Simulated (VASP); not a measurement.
Set up this calculation in VASP 6.6.1, as the native input.

| Item | Value |
| --- | --- |
| Task | single point |
| Functional | r2SCAN |
| Potentials or basis | VASP PAW PBE potentials, release 64 (Si, O) |
| Cutoff | 520 eV |
| k mesh | 6 × 6 × 4 |
| Occupations | gaussian, width 0.02 eV |
| Spin | no spin polarisation |
| Dipole correction | no |
| Further INCAR settings | ALGO = Normal; EDIFF = 1e-07; NBANDS = 34 |

The system is SiO2.

```
CELL_PARAMETERS angstrom
5.04830 0.00000 0.00000
-2.52415 4.37196 0.00000
0.00000 0.00000 5.53003
ATOMIC_POSITIONS crystal
Si 0.00000 0.50000 0.33333
Si 0.50000 0.50000 0.66667
Si 0.50000 0.00000 0.00000
O 0.58438 0.79219 0.83333
O 0.79219 0.58438 0.50000
O 0.79219 0.20781 0.16667
O 0.41562 0.20781 0.83333
O 0.20781 0.41562 0.50000
O 0.20781 0.79219 0.16667
```

These files were run (other wordings do the same):

POSCAR

```
SiO2
1.0
    5.0482993539      0.0000000000      0.0000000000
   -2.5241496770      4.3719554864      0.0000000000
    0.0000000000      0.0000000000      5.5300332125
Si O
3 6
Direct
    0.0000000000      0.5000000000      0.3333333333
    0.5000000000      0.5000000000      0.6666666667
    0.5000000000      0.0000000000      0.0000000000
    0.5843791472      0.7921895736      0.8333333333
    0.7921895736      0.5843791472      0.5000000000
    0.7921895736      0.2078104264      0.1666666667
    0.4156208528      0.2078104264      0.8333333333
    0.2078104264      0.4156208528      0.5000000000
    0.2078104264      0.7921895736      0.1666666667
```

INCAR.step1

```
SYSTEM = SiO2
PREC = Accurate ; ENCUT = 520
ISMEAR = 0 ; SIGMA = 0.02
LREAL = .False. ; LASPH = .True.
NELM = 60 ; NBANDS = 34
GGA = PE ; ALGO = Normal
EDIFF = 1E-4 ; LWAVE = .True.
LCHARG = .False.
```

INCAR.step2

```
SYSTEM = SiO2
PREC = Accurate ; ENCUT = 520
EDIFF = 1E-7 ; ISMEAR = 0
SIGMA = 0.02 ; LREAL = .False.
LASPH = .True. ; NELM = 60
ALGO = Normal ; ISIF = 2
LWAVE = .False. ; LCHARG = .False.
METAGGA = R2SCAN ; LMIXTAU = .True.
NBANDS = 34 ; ISTART = 1
```

KPOINTS

```
regular mesh
0
Gamma
  6 6 4
  0 0 0
```

Potentials or basis: VASP PAW PBE potentials, release 64 (Si, O).

Command:

```console
$ cat potpaw_PBE.64/Si/POTCAR potpaw_PBE.64/O/POTCAR > POTCAR
$ cp INCAR.step1 INCAR
$ mpirun -np 1 vasp_std > vasp.out
$ cp INCAR.step2 INCAR
$ mpirun -np 1 vasp_std > vasp.out
```

Results of the run:

```json
{"Pressure": "1.2 GPa", "Largest force": "0.004 eV/Å", "Band gap on the k mesh": "6.32 eV (least direct gap 6.51 eV)"}
```

Caveat: the PAW data sets were made with another functional, which shifts forces and pressure a little.

Wall time 2.7 min on 1 thread of Intel(R) Xeon(R) 6975P-C (Granite Rapids) (shared host), peak memory 0.29 GiB.
